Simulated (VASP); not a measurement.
# La (P6/mmm) in VASP: a series of runs

La is run at these levels: PBEsol; tasks: single point.

Program: VASP 6.6.1. These are calculated values, not measurements. Logs are shortened: lines on timing, memory, paths and dates and some standing lists are left out, and cuts for length are marked.

## 1. The cell of the first run

It takes space group P6/mmm (No. 191, hexagonal). The conventional cell has a = 5.806 Å, b = 5.806 Å, c = 3.518 Å, α = 90.00°, β = 90.00°, γ = 120.00°. La (site symmetry 6/mmm) has 14 La at 3.52 to 3.79 Å within 4.6 Å. La (site symmetry -6m2) has 11 La at 3.35 to 3.79 Å within 4.4 Å.

## 2. Single point, PBEsol

INCAR reads:

```
SYSTEM = La
PREC     = Accurate       ! precision mode
ENCUT    = 520            ! plane-wave cutoff, eV
EDIFF    = 1E-7           ! SCF threshold, eV
ISMEAR   = -1             ! smearing method
SIGMA    = 0.1            ! smearing width, eV
LREAL    = .False.        ! projectors in reciprocal space
LASPH    = .True.         ! aspherical terms in the spheres
NELM     = 100            ! most SCF steps
ALGO     = Normal         ! electronic algorithm
ISIF     = 2              ! what is computed and relaxed
LWAVE    = .False.        ! write WAVECAR
LCHARG   = .False.        ! write CHGCAR
GGA      = PS             ! functional
NBANDS   = 24             ! bands
```

KPOINTS reads:

```
regular mesh
0
Gamma
  6 6 9
  0 0 0
```

POSCAR reads:

```
La
1.0
    5.8062553976      0.0000000000      0.0000000000
   -2.9031276988      5.0283646751      0.0000000000
    0.0000000000      0.0000000000      3.5182963769
La
3
Direct
    0.0000000000      0.0000000000      0.0000000000
    0.3333333333      0.6666666667      0.5000000000
    0.6666666667      0.3333333333      0.5000000000
```

Potentials or basis: VASP PAW PBE potentials, release 64 (La).

Launch:

```console
$ cat potpaw_PBE.64/La/POTCAR > POTCAR
$ mpirun -np 1 vasp_std > vasp.out
```

OUTCAR:

```text
SYSTEM = La
   PREC = Accurate
   ENCUT = 520
   EDIFF = 1E-7
   ISMEAR = -1
   LREAL = .False.
   LASPH = .True.
   NELM = 100
   ISIF = 2
   GGA = PS

 ion  position               nearest neighbor table
   1  0.000  0.000  0.000-
   2  0.333  0.667  0.500-   3 3.35   3 3.35   3 3.35
   3  0.667  0.333  0.500-   2 3.35   2 3.35   2 3.35

  LATTYP: Found a hexagonal cell.
 ALAT       =     5.8062553976
 C/A-ratio  =     0.6059492971

  Lattice vectors:

 A1 = (   5.8062553976,   0.0000000000,   0.0000000000)
 A2 = (  -2.9031276988,   5.0283646751,   0.0000000000)
 A3 = (   0.0000000000,   0.0000000000,   3.5182963769)

Analysis of symmetry for initial positions (statically):
=====================================================================
 Subroutine PRICEL returns:
 Original cell was already a primitive cell.

 Routine SETGRP: Setting up the symmetry group for a
 hexagonal supercell.

 Subroutine GETGRP returns: Found 24 space group operations
 (whereof 24 operations were pure point group operations)
 out of a pool of 24 trial point group operations.

The static configuration has the point symmetry D_6h.

Analysis of symmetry for dynamics (positions and initial velocities):
=====================================================================
 Subroutine PRICEL returns:
 Original cell was already a primitive cell.

 Routine SETGRP: Setting up the symmetry group for a
 hexagonal supercell.

 Subroutine GETGRP returns: Found 24 space group operations
 (whereof 24 operations were pure point group operations)
 out of a pool of 24 trial point group operations.

The dynamic configuration has the point symmetry D_6h.

 Subroutine INISYM returns: Found 24 space group operations
 (whereof 24 operations are pure point group operations),
 and found     1 'primitive' translations

----------------------------------------------------------------------------------------

                                     Primitive cell

  volume of cell :     102.7201

  direct lattice vectors                    reciprocal lattice vectors
     5.806255398  0.000000000  0.000000000     0.172228042  0.099435907  0.000000000
    -2.903127699  5.028364675  0.000000000     0.000000000  0.198871813  0.000000000
     0.000000000  0.000000000  3.518296377     0.000000000  0.000000000  0.284228471

  length of vectors
     5.806255398  5.806255398  3.518296377     0.198871813  0.198871813  0.284228471

  position of ions in fractional coordinates (direct lattice)
     0.000000000  0.000000000  0.000000000
     0.333333333  0.666666667  0.500000000
     0.666666667  0.333333333  0.500000000

  ion indices of the primitive-cell ions
   primitive index   ion index
                 1           1
                 2           2
                 3           3

----------------------------------------------------------------------------------------

 KPOINTS: regular mesh

Automatic generation of k-mesh.
 Grid dimensions read from file:
 generate k-points for:    6    6    9

 Generating k-lattice:

  Cartesian coordinates                     Fractional coordinates (reciprocal lattice)
     0.028704674  0.016572651  0.000000000     0.166666667  0.000000000  0.000000000
     0.000000000  0.033145302  0.000000000     0.000000000  0.166666667  0.000000000
     0.000000000  0.000000000  0.031580941     0.000000000  0.000000000  0.111111111

  Length of vectors
     0.033145302  0.033145302  0.031580941

  Shift w.r.t. Gamma in fractional coordinates (k-lattice)
     0.000000000  0.000000000  0.000000000

 Subroutine IBZKPT returns following result:
 ===========================================

 Found     35 irreducible k-points:

 Following reciprocal coordinates:
            Coordinates               Weight
  0.000000  0.000000  0.000000      1.000000
  0.166667  0.000000  0.000000      6.000000
  0.333333  0.000000  0.000000      6.000000
  0.500000  0.000000  0.000000      3.000000
  0.166667  0.166667  0.000000      6.000000
  0.333333  0.166667  0.000000     12.000000
[... 16 lines left out ...]
  0.166667  0.000000  0.333333     12.000000
  0.333333  0.000000  0.333333     12.000000
 [... further k-points ...]
   k-points           NKPTS =     35   k-points in BZ     NKDIM =     35   number of bands    NBANDS=     24
   number of dos      NEDOS =    301   number of ions     NIONS =      3
   total plane-waves  NPLWV =  64512
   dimension x,y,z NGX =    48 NGY =   48 NGZ =   28
   dimension x,y,z NGXF=    96 NGYF=   96 NGZF=   56
   ions per type =               3
   NGX,Y,Z   is equivalent  to a cutoff of  13.74, 13.74, 13.23 a.u.
   NGXF,Y,Z  is equivalent  to a cutoff of  27.49, 27.49, 26.46 a.u.
 SYSTEM =  La
   PREC   = accura    normal or accurate (medium, high low for compatibility)
   ISTART =      0    job   : 0-new  1-cont  2-samecut
   ICHARG =      2    charge: 1-file 2-atom 10-const
   ISPIN  =      1    spin polarized calculation?
   LNONCOLLINEAR =      F non collinear calculations
   LSORBIT =      F    spin-orbit coupling
   LASPH  =      T    aspherical Exc in radial PAW
   ENCUT  =  520.0 eV  38.22 Ry    6.18 a.u.  10.80 10.80  6.54*2*pi/ulx,y,z
   NELM   =    100;   NELMIN=  2; NELMDL= -5     # of ELM steps
   EDIFF  = 0.1E-06   stopping-criterion for ELM
   LREAL  =      F    real-space projection
   EDIFFG = 0.1E-05   stopping-criterion for IOM
   NSW    =      0    number of steps for IOM
   IBRION =     -1    ionic relax: 0-MD 1-quasi-New 2-CG
   NFREE  =      0    steps in history (QN), initial steepest desc. (CG)
   ISIF   =      2    stress and relaxation
   ISYM   =      2    0-nonsym 1-usesym 2-fastsym
   POTIM  = 0.5000    time-step for ionic-motion
   TEBEG  =    0.0;   TEEND  =   0.0 temperature during run
   PSTRESS=    0.0 pullay stress
   NELECT =      33.0000    total number of electrons
   NUPDOWN=      -1.0000    fix difference up-down
   EMIN   =  10.00;   EMAX   =-10.00  energy-range for DOS
   EFERMI =   0.00;   METHOD = LEGACY
   ISMEAR =    -1;   SIGMA  =   0.10  broadening in eV -4-tet -1-fermi 0-gaus
   EFERMI_NEDOS =   21; number of points for ismear=-14 and -15
   IALGO  =     38    algorithm
   IMIX   =      4    mixing-type and parameters
     AMIX     =   0.40;   BMIX     =  1.00
     AMIX_MAG =   1.60;   BMIX_MAG =  1.00
  volume/ion in A,a.u.               =      34.24       231.06
  Fermi-wavevector in a.u.,A,eV,Ry     =   1.121229  2.118816 17.104629  1.257155
  Thomas-Fermi vector in A             =   2.257881
   LORBIT       =      0    0 simple, 1 ext, 2 COOP (PROOUT), +10 PAW based schemes
   GGA     = PS    functional components
   LHFCALC =     F    Hartree Fock is set to
   AEXX    =    0.0000 exact exchange contribution
   IVDW    =     0    specifies the selected vdW correction
   LEPSILON=     F    determine dielectric tensor
   LRPA    =     F    only Hartree local field effects (RPA)
 non-spin polarized calculation
  energy-cutoff  :      520.00
  volume of cell :      102.72
 maximum number of plane-waves:      2797
 NGX is ok and might be reduce to    48
   NGX = 21   NGY = 21   NGZ = 13

 number of electron      32.9999999 magnetization

 Free energy of the ion-electron system (eV)
  ---------------------------------------------------
  ext. energy  EPLUGINS =         0.00000000
  ---------------------------------------------------
  free energy    TOTEN  =       -16.00972124 eV

  energy without entropy =      -15.86436254  energy(sigma->0) =      -15.93704189

 E-fermi :   8.4770     XC(G=0): -10.0167

 val. band max:        8.4246181009   @ k =   0.3333   0.1667   0.4444
 cond. band min:       8.4811811000   @ k =   0.1667   0.0000   0.2222
 fundamental gap:      0.0565629991
 Fermi energy:         8.4769904658

 k-point     1 :       0.0000    0.0000    0.0000
  band No.  band energies     occupation
      1     -24.2840      2.00000
      2     -23.9703      2.00000
      3     -23.8948      2.00000
      4      -8.4493      2.00000
      5      -8.4493      2.00000
      6      -8.0878      2.00000
[... 16 lines left out ...]
     23      10.2775      0.00000
     24      10.4790      0.00000

 k-point     2 :       0.1667    0.0000    0.0000
  band No.  band energies     occupation
      1     -24.2581      2.00000
      2     -23.9786      2.00000
      3     -23.9149      2.00000
      4      -8.5934      2.00000
      5      -8.5080      2.00000
      6      -7.9016      2.00000
[... 16 lines left out ...]
     23      10.2954      0.00000
     24      10.4389      0.00000

 k-point     3 :       0.3333    0.0000    0.0000
  band No.  band energies     occupation
      1     -24.1887      2.00000
      2     -24.0087      2.00000
      3     -23.9590      2.00000
      4      -8.7566      2.00000
      5      -8.4207      2.00000
      6      -7.6361      2.00000
[... 16 lines left out ...]
     23      10.3664      0.00000
     24      10.3919      0.00000

 k-point     4 :       0.5000    0.0000    0.0000
  band No.  band energies     occupation
      1     -24.1180      2.00000
      2     -24.0654      2.00000
      3     -23.9754      2.00000
      4      -8.8170      2.00000
      5      -8.1867      2.00000
      6      -7.9729      2.00000
[... 16 lines left out ...]
     23      10.5171      0.00000
     24      10.5288      0.00000

 k-point     5 :       0.1667    0.1667    0.0000
  band No.  band energies     occupation
      1     -24.2103      2.00000
      2     -23.9932      2.00000
      3     -23.9517      2.00000
      4      -8.6603      2.00000
      5      -8.5421      2.00000
      6      -7.6674      2.00000
[... 451 lines left out ...]
 k-point    22 :       0.0000    0.0000    0.3333
  band No.  band energies     occupation
      1     -24.1424      2.00000
      2     -23.9145      2.00000
      3     -23.7999      2.00000
      4      -8.3292      2.00000
      5      -8.3060      2.00000
      6      -8.3060      2.00000
[... 16 lines left out ...]
     23      10.3025      0.00000
     24      10.4690      0.00000

 k-point    23 :       0.1667    0.0000    0.3333
  band No.  band energies     occupation
      1     -24.1216      2.00000
      2     -23.9171      2.00000
      3     -23.8197      2.00000
      4      -8.3871      2.00000
      5      -8.3687      2.00000
      6      -8.2646      2.00000
[... 16 lines left out ...]
     23      10.3227      0.00000
     24      10.4193      0.00000

 k-point    24 :       0.3333    0.0000    0.3333
  band No.  band energies     occupation
      1     -24.0667      2.00000
      2     -23.9260      2.00000
      3     -23.8687      2.00000
      4      -8.4652      2.00000
      5      -8.4443      2.00000
      6      -8.2954      2.00000
[... 16 lines left out ...]
     23      10.2661      0.00000
     24      10.3563      0.00000

 [... further k-points ...]

------------------------ aborting loop because EDIFF is reached ----------------------------------------

  FORCE on cell =-STRESS in cart. coord.  units (eV):
  Direction    XX          YY          ZZ          XY          YZ          ZX
  --------------------------------------------------------------------------------------
  -------------------------------------------------------------------------------------
  Total        0.0670072      0.0670072      0.0073554      0.0000000      0.0000000      0.0000000
  in kB        1.0451458      1.0451458      0.1147266      0.0000000      0.0000000      0.0000000
  external PRESSURE =       0.7350061 kB  Pullay stress =       0.0000000 kB

 VOLUME and BASIS-vectors are now :
 -----------------------------------------------------------------------------
  energy-cutoff  :      520.00
  volume of cell :      102.72
      direct lattice vectors                 reciprocal lattice vectors
     5.806255398  0.000000000  0.000000000     0.172228042  0.099435907  0.000000000
    -2.903127699  5.028364675  0.000000000     0.000000000  0.198871813  0.000000000
     0.000000000  0.000000000  3.518296377     0.000000000  0.000000000  0.284228471

 POSITION                                       TOTAL-FORCE (eV/Angst)
 -----------------------------------------------------------------------------------
      0.00000      0.00000      0.00000         0.000000     -0.000000      0.000000
     -0.00000      3.35224      1.75915         0.000000     -0.000000     -0.000000
      2.90313      1.67612      1.75915        -0.000000      0.000000      0.000000
 -----------------------------------------------------------------------------------
    total drift:                               -0.000000      0.000000     -0.000000

  FREE ENERGIE OF THE ION-ELECTRON SYSTEM (eV)
  ---------------------------------------------------
  free  energy   TOTEN  =       -16.0097212370 eV

  energy  without entropy=      -15.8643625393  energy(sigma->0) =      -15.93704189
```

Run time: 66 s. Hardware: 1 thread of Intel Xeon 6975P-C (Granite Rapids), shared host; peak memory 0.28 GiB.

Results:

```yaml
Free_energy: -16.0097 eV
Pressure: 0.1 GPa
```

Levels at points of the mesh, in eV from the Fermi level:
```tsv
k point	band 14	band 15	band 16	band 17	band 18	band 19	band 20	band 21
(0.00, 0.00, 0.00)	-1.58	0.37	0.70	0.70	0.75	0.75	1.04	1.62
(0.50, 0.00, 0.00)	-1.30	-1.18	-0.17	-0.14	0.17	0.38	1.35	1.55
```

Caveat: the PAW data sets were made with another functional, which shifts forces and pressure a little; spin-orbit coupling is left out, which moves the levels of the heavy elements.

## 3. Single point, PBEsol (volume scaled by 0.88)

INCAR reads:

```
SYSTEM = La
PREC = Accurate
ENCUT = 520
EDIFF = 1E-6
ISMEAR = -1
SIGMA = 0.1
LREAL = .FALSE.
LASPH = .TRUE.
NELM = 80
ALGO = Normal
ISIF = 2
LWAVE = .FALSE.
LCHARG = .TRUE.
GGA = PS
LELF = .TRUE.
LVHAR = .TRUE.
NBANDS = 24
```

KPOINTS reads:

```
regular mesh
0
G
  7 7 10
  0 0 0
```

POSCAR reads:

```
La
1.0
    5.5640414814      0.0000000000      0.0000000000
   -2.7820207407      4.8186012706      0.0000000000
    0.0000000000      0.0000000000      3.3715270247
La
3
Direct
    0.0000000000      0.0000000000      0.0000000000
    0.3333333333      0.6666666667      0.5000000000
    0.6666666667      0.3333333333      0.5000000000
```

Potentials or basis: VASP PAW PBE potentials, release 64 (La).

Launch:

```console
$ cat potpaw_PBE.64/La/POTCAR > POTCAR
$ mpirun -np 1 vasp_std > vasp.out
```

Wall time 64 s (1 thread of Intel Xeon 6975P-C (Granite Rapids), shared host); peak memory 0.26 GiB.

Results (log left out):

* Free energy: -15.8518 eV
* Pressure: 4.3 GPa

Stress tensor (GPa, compression positive):
```
4.48 0.00 0.00
0.00 4.48 0.00
0.00 0.00 4.06
```

Levels at points of the mesh, in eV from the Fermi level:
```csv
k point,band 13,band 14,band 15,band 16,band 17,band 18,band 19,band 20,band 21,band 22
"(0.00, 0.00, 0.00)",-2.92,-1.90,0.46,0.84,0.84,1.00,1.00,1.10,1.70,2.06
"(0.00, 0.00, 0.50)",-2.34,-2.34,-1.17,-1.17,0.11,0.83,1.31,1.31,2.04,2.07
```

Caveat: the PAW data sets were made with another functional, which shifts forces and pressure a little; spin-orbit coupling is left out, which moves the levels of the heavy elements.

## 4. Single point, PBEsol (volume scaled by 0.92)

INCAR reads:

```
PREC = Accurate ; ENCUT = 520
EDIFF = 1E-6 ; ISMEAR = -1
SIGMA = 0.1 ; LREAL = False
LASPH = True ; NELM = 80
ALGO = Normal ; ISIF = 2
LWAVE = False ; LCHARG = True
GGA = PS ; LELF = True
LVHAR = True ; NBANDS = 24
```

KPOINTS reads:

```
regular mesh
0
Gamma
  7 7 10
```

POSCAR reads:

```
La
1.0
    5.6470991218      0.0000000000      0.0000000000
   -2.8235495609      4.8905312972      0.0000000000
    0.0000000000      0.0000000000      3.4218557435
La
3
Direct
    0.0000000000      0.0000000000      0.0000000000
    0.3333333333      0.6666666667      0.5000000000
    0.6666666667      0.3333333333      0.5000000000
```

Launch:

```console
$ cat potpaw_PBE.64/La/POTCAR > POTCAR
$ mpirun -np 1 vasp_std > vasp.out
```

Run time: 69 s. Hardware: 1 thread of Intel Xeon 6975P-C (Granite Rapids), shared host; peak memory 0.26 GiB.

Results (log left out):

- Free energy: -15.9421 eV
- Pressure: 2.7 GPa

Stress tensor (GPa, compression positive):
```
2.77 0.00 0.00
0.00 2.77 0.00
0.00 0.00 2.61
```

Levels at points of the mesh, in eV from the Fermi level:
```tsv
k point	band 14	band 15	band 16	band 17	band 18	band 19	band 20	band 21
(0.00, 0.00, 0.00)	-1.78	0.43	0.79	0.79	0.92	0.92	1.08	1.68
(0.00, 0.00, 0.50)	-2.17	-1.11	-1.11	-0.03	0.71	1.28	1.28	1.99
```

Caveat: the PAW data sets were made with another functional, which shifts forces and pressure a little; spin-orbit coupling is left out, which moves the levels of the heavy elements.

## 5. The runs side by side

```tsv
cell	k mesh	gap on the mesh (eV)	pressure (GPa)
a = 5.806, b = 5.806, c = 3.518 Å, angles 90.0, 90.0, 120.0°, 3 atoms	6 × 6 × 9	none	0.1
a = 5.564, b = 5.564, c = 3.372 Å, angles 90.0, 90.0, 120.0°, 3 atoms	7 × 7 × 10	none	4.3
a = 5.647, b = 5.647, c = 3.422 Å, angles 90.0, 90.0, 120.0°, 3 atoms	7 × 7 × 10	none	2.7
```

Alike in all rows: task single point; level PBEsol; potentials or basis VASP PAW PBE potentials, release 64 (La); no spin polarisation; cutoff (eV) 520; smearing fermi-dirac 0.1 eV.

Caveats: the PAW data sets were made with another functional, which shifts forces and pressure a little; spin-orbit coupling is left out, which moves the levels of the heavy elements.

Total energies depend on the potentials used, so only differences within one code and one set of settings carry meaning.
